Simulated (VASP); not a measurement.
# Li (Im-3m) in VASP: further runs

Li is run at these levels: PBEsol; tasks: single point, relaxation of cell and atoms.

All numbers are computed with VASP 6.6.1; they aren't measurements. Logs are shortened: lines on timing, memory, paths and dates and some standing lists are left out, and cuts for length are marked.

### 1 The cell of the first run

It takes space group Im-3m (No. 229, cubic). Conventional cell: a = 2.565 Å, b = 2.565 Å, c = 2.565 Å, α = 90.00°, β = 90.00°, γ = 90.00°. Li (site symmetry m-3m) has 14 Li at 2.22 to 2.56 Å within 2.9 Å.

### 2 Single point, PBEsol

INCAR reads:

```
ALGO = Normal ; EDIFF = 1E-6
ENCUT = 520 ; GGA = PS
ISIF = 2 ; ISMEAR = -1
LASPH = T ; LCHARG = F
LREAL = F ; LWAVE = F
NBANDS = 8 ; NELM = 60
PREC = Accurate ; SIGMA = 0.1
```

KPOINTS reads:

```
k-points
0
Gamma
  21 21 21
```

POSCAR reads:

```
Li
1.0
   -1.2823442545      1.2823442545      1.2823442545
    1.2823442545     -1.2823442545      1.2823442545
    1.2823442545      1.2823442545     -1.2823442545
Li
1
Direct
    0.0000000000      0.0000000000      0.0000000000
```

Potentials or basis: VASP PAW PBE potentials, release 64 (Li_sv).

Run with:

```sh
$ cat potpaw_PBE.64/Li_sv/POTCAR > POTCAR
$ mpirun -np 1 vasp_std > vasp.out
```

OUTCAR:

```text
EDIFF = 1E-6
   ENCUT = 520
   GGA = PS
   ISIF = 2
   ISMEAR = -1
   LASPH = T
   LREAL = F
   NELM = 60
   PREC = Accurate

 ion  position               nearest neighbor table
   1  0.000  0.000  0.000-

  LATTYP: Found a body centered cubic cell.
 ALAT       =     2.5646885090

  Lattice vectors:

 A1 = (  -1.2823442545,   1.2823442545,   1.2823442545)
 A2 = (   1.2823442545,  -1.2823442545,   1.2823442545)
 A3 = (   1.2823442545,   1.2823442545,  -1.2823442545)

Analysis of symmetry for initial positions (statically):
=====================================================================
 Subroutine PRICEL returns:
 Original cell was already a primitive cell.

 Routine SETGRP: Setting up the symmetry group for a
 body centered cubic supercell.

 Subroutine GETGRP returns: Found 48 space group operations
 (whereof 48 operations were pure point group operations)
 out of a pool of 48 trial point group operations.

The static configuration has the point symmetry O_h .

Analysis of symmetry for dynamics (positions and initial velocities):
=====================================================================
 Subroutine PRICEL returns:
 Original cell was already a primitive cell.

 Routine SETGRP: Setting up the symmetry group for a
 body centered cubic supercell.

 Subroutine GETGRP returns: Found 48 space group operations
 (whereof 48 operations were pure point group operations)
 out of a pool of 48 trial point group operations.

The dynamic configuration has the point symmetry O_h .

 Subroutine INISYM returns: Found 48 space group operations
 (whereof 48 operations are pure point group operations),
 and found     1 'primitive' translations

----------------------------------------------------------------------------------------

                                     Primitive cell

  volume of cell :       8.4348

  direct lattice vectors                    reciprocal lattice vectors
    -1.282344254  1.282344254  1.282344254     0.000000000  0.389910898  0.389910898
     1.282344254 -1.282344254  1.282344254     0.389910898  0.000000000  0.389910898
     1.282344254  1.282344254 -1.282344254     0.389910898  0.389910898  0.000000000

  length of vectors
     2.221085402  2.221085402  2.221085402     0.551417280  0.551417280  0.551417280

  position of ions in fractional coordinates (direct lattice)
     0.000000000  0.000000000  0.000000000

  ion indices of the primitive-cell ions
   primitive index   ion index
                 1           1

----------------------------------------------------------------------------------------

 KPOINTS: k-points

Automatic generation of k-mesh.
 Grid dimensions read from file:
 generate k-points for:   21   21   21

 Generating k-lattice:

  Cartesian coordinates                     Fractional coordinates (reciprocal lattice)
     0.000000000  0.018567186  0.018567186     0.047619048  0.000000000  0.000000000
     0.018567186  0.000000000  0.018567186     0.000000000  0.047619048  0.000000000
     0.018567186  0.018567186  0.000000000     0.000000000  0.000000000  0.047619048

  Length of vectors
     0.026257966  0.026257966  0.026257966

  Shift w.r.t. Gamma in fractional coordinates (k-lattice)
     0.000000000  0.000000000  0.000000000

 Subroutine IBZKPT returns following result:
 ===========================================

 Found    286 irreducible k-points:

 Following reciprocal coordinates:
            Coordinates               Weight
  0.000000  0.000000  0.000000      1.000000
  0.047619  0.000000  0.000000     12.000000
  0.095238  0.000000  0.000000     12.000000
  0.142857  0.000000  0.000000     12.000000
  0.190476  0.000000  0.000000     12.000000
  0.238095  0.000000  0.000000     12.000000
[... 16 lines left out ...]
  0.142857  0.095238 -0.000000     48.000000
  0.190476  0.095238  0.000000     48.000000
 [... further k-points ...]
   k-points           NKPTS =    286   k-points in BZ     NKDIM =    286   number of bands    NBANDS=      8
   number of dos      NEDOS =    301   number of ions     NIONS =      1
   total plane-waves  NPLWV =   5832
   dimension x,y,z NGX =    18 NGY =   18 NGZ =   18
   dimension x,y,z NGXF=    36 NGYF=   36 NGZF=   36
   ions per type =               1
   NGX,Y,Z   is equivalent  to a cutoff of  13.47, 13.47, 13.47 a.u.
   NGXF,Y,Z  is equivalent  to a cutoff of  26.95, 26.95, 26.95 a.u.
 SYSTEM =  unknown system
   PREC   = accura    normal or accurate (medium, high low for compatibility)
   ISTART =      0    job   : 0-new  1-cont  2-samecut
   ICHARG =      2    charge: 1-file 2-atom 10-const
   ISPIN  =      1    spin polarized calculation?
   LNONCOLLINEAR =      F non collinear calculations
   LSORBIT =      F    spin-orbit coupling
   LASPH  =      T    aspherical Exc in radial PAW
   ENCUT  =  520.0 eV  38.22 Ry    6.18 a.u.   4.13  4.13  4.13*2*pi/ulx,y,z
   NELM   =     60;   NELMIN=  2; NELMDL= -5     # of ELM steps
   EDIFF  = 0.1E-05   stopping-criterion for ELM
   LREAL  =      F    real-space projection
   EDIFFG = 0.1E-04   stopping-criterion for IOM
   NSW    =      0    number of steps for IOM
   IBRION =     -1    ionic relax: 0-MD 1-quasi-New 2-CG
   NFREE  =      0    steps in history (QN), initial steepest desc. (CG)
   ISIF   =      2    stress and relaxation
   ISYM   =      2    0-nonsym 1-usesym 2-fastsym
   POTIM  = 0.5000    time-step for ionic-motion
   TEBEG  =    0.0;   TEEND  =   0.0 temperature during run
   PSTRESS=    0.0 pullay stress
   NELECT =       3.0000    total number of electrons
   NUPDOWN=      -1.0000    fix difference up-down
   EMIN   =  10.00;   EMAX   =-10.00  energy-range for DOS
   EFERMI =   0.00;   METHOD = LEGACY
   ISMEAR =    -1;   SIGMA  =   0.10  broadening in eV -4-tet -1-fermi 0-gaus
   EFERMI_NEDOS =   21; number of points for ismear=-14 and -15
   IALGO  =     38    algorithm
   IMIX   =      4    mixing-type and parameters
     AMIX     =   0.40;   BMIX     =  1.00
     AMIX_MAG =   1.60;   BMIX_MAG =  1.00
  volume/ion in A,a.u.               =       8.43        56.92
  Fermi-wavevector in a.u.,A,eV,Ry     =   1.159909  2.191910 18.305130  1.345389
  Thomas-Fermi vector in A             =   2.296497
   LORBIT       =      0    0 simple, 1 ext, 2 COOP (PROOUT), +10 PAW based schemes
   GGA     = PS    functional components
   LHFCALC =     F    Hartree Fock is set to
   AEXX    =    0.0000 exact exchange contribution
   IVDW    =     0    specifies the selected vdW correction
   LEPSILON=     F    determine dielectric tensor
   LRPA    =     F    only Hartree local field effects (RPA)
 non-spin polarized calculation
  energy-cutoff  :      520.00
  volume of cell :        8.43
 maximum number of plane-waves:       236
 NGX is ok and might be reduce to    18
   NGX =  9   NGY =  9   NGZ =  9

 number of electron       3.0000003 magnetization

 Free energy of the ion-electron system (eV)
  ---------------------------------------------------
  ext. energy  EPLUGINS =         0.00000000
  ---------------------------------------------------
  free energy    TOTEN  =        -0.97225001 eV

  energy without entropy =       -0.95765980  energy(sigma->0) =       -0.96495490

 E-fermi :   4.2417     XC(G=0):  -9.5474

 val. band max:        4.2370772463   @ k =  -0.2857   0.3810   0.1905
 cond. band min:       4.2475712266   @ k =  -0.2857   0.4762   0.0476
 fundamental gap:      0.0104939803
 Fermi energy:         4.2417328128

 k-point     1 :       0.0000    0.0000    0.0000
  band No.  band energies     occupation
      1     -40.9125      2.00000
      2       0.2693      2.00000
      3      30.5042      0.00000
      4      30.5042      0.00000
      5      30.5042      0.00000
      6      38.4080      0.00000
      7      38.4081      0.00000
      8      38.4081      0.00000

 k-point     2 :       0.0476    0.0000    0.0000
  band No.  band energies     occupation
      1     -40.9033      2.00000
      2       0.3104      2.00000
      3      30.0092      0.00000
      4      30.0652      0.00000
      5      30.3493      0.00000
      6      36.7424      0.00000
      7      37.0836      0.00000
      8      38.7492      0.00000

 k-point     3 :       0.0952    0.0000    0.0000
  band No.  band energies     occupation
      1     -40.8761      2.00000
      2       0.4351      2.00000
      3      28.4281      0.00000
      4      29.0425      0.00000
      5      29.8980      0.00000
      6      35.0589      0.00000
      7      35.3120      0.00000
      8      38.0061      0.00000

 k-point     4 :       0.1429    0.0000    0.0000
  band No.  band energies     occupation
      1     -40.8339      2.00000
      2       0.6458      2.00000
      3      26.0077      0.00000
      4      27.8338      0.00000
      5      29.2101      0.00000
      6      33.6859      0.00000
      7      34.3743      0.00000
      8      37.7776      0.00000

 k-point     5 :       0.1905    0.0000    0.0000
  band No.  band energies     occupation
      1     -40.7799      2.00000
      2       0.9498      2.00000
      3      23.3294      0.00000
      4      26.6489      0.00000
      5      28.3972      0.00000
      6      32.2507      0.00000
      7      34.2662      0.00000
      8      37.9953      0.00000
[... 177 lines left out ...]
 k-point    22 :       0.0952    0.0952    0.0000
  band No.  band energies     occupation
      1     -40.8098      2.00000
      2       0.7767      2.00000
      3      25.4616      0.00000
      4      26.5096      0.00000
      5      28.1332      0.00000
      6      33.9195      0.00000
      7      34.6542      0.00000
      8      38.0426      0.00000

 k-point    23 :       0.1429    0.0952   -0.0000
  band No.  band energies     occupation
      1     -40.7582      2.00000
      2       1.0879      2.00000
      3      23.0188      0.00000
      4      25.2511      0.00000
      5      27.1520      0.00000
      6      33.7657      0.00000
      7      34.3788      0.00000
      8      38.4051      0.00000

 k-point    24 :       0.1905    0.0952    0.0000
  band No.  band energies     occupation
      1     -40.6998      2.00000
      2       1.4999      2.00000
      3      20.4700      0.00000
      4      24.1997      0.00000
      5      26.2355      0.00000
      6      33.7848      0.00000
      7      33.9334      0.00000
      8      39.1516      0.00000

 [... further k-points ...]

------------------------ aborting loop because EDIFF is reached ----------------------------------------

  FORCE on cell =-STRESS in cart. coord.  units (eV):
  Direction    XX          YY          ZZ          XY          YZ          ZX
  --------------------------------------------------------------------------------------
  -------------------------------------------------------------------------------------
  Total        2.7134850      2.7134850      2.7134850      0.0000000      0.0000000      0.0000000
  in kB      515.4233930    515.4233930    515.4233930      0.0000000      0.0000000      0.0000000
  external PRESSURE =     515.4233930 kB  Pullay stress =       0.0000000 kB

 VOLUME and BASIS-vectors are now :
 -----------------------------------------------------------------------------
  energy-cutoff  :      520.00
  volume of cell :        8.43
      direct lattice vectors                 reciprocal lattice vectors
    -1.282344254  1.282344254  1.282344254     0.000000000  0.389910898  0.389910898
     1.282344254 -1.282344254  1.282344254     0.389910898  0.000000000  0.389910898
     1.282344254  1.282344254 -1.282344254     0.389910898  0.389910898  0.000000000

 POSITION                                       TOTAL-FORCE (eV/Angst)
 -----------------------------------------------------------------------------------
      0.00000      0.00000      0.00000         0.000000      0.000000      0.000000
 -----------------------------------------------------------------------------------
    total drift:                                0.000000     -0.000000      0.000000

  FREE ENERGIE OF THE ION-ELECTRON SYSTEM (eV)
  ---------------------------------------------------
  free  energy   TOTEN  =        -0.9722500059 eV

  energy  without entropy=       -0.9576597999  energy(sigma->0) =       -0.96495490
```

It took 9.8 s on 1 thread of Intel Xeon Platinum 8488C (Sapphire Rapids), shared host; peak memory 0.12 GiB.

Results:

| Item | Value |
| --- | --- |
| Free energy | -0.9723 eV |
| Band gap on the k mesh | zero (an odd number of electrons rules out a gap without spin polarisation) |

Levels at points of the mesh, in eV from the Fermi level:
| k point | band 1 | band 2 | band 3 | band 4 | band 5 | band 6 |
| --- | --- | --- | --- | --- | --- | --- |
| (0.00, 0.00, 0.00) | -45.15 | -3.97 | 26.26 | 26.26 | 26.26 | 34.17 |

Caveat: the cutoff is under 1.25 times the usual one of these potentials, so pressure, stress and relaxed cells hold a basis-set (Pulay) error; the PAW data sets were made with another functional, which shifts forces and pressure a little.

(Part 1 of 2 ends here.)
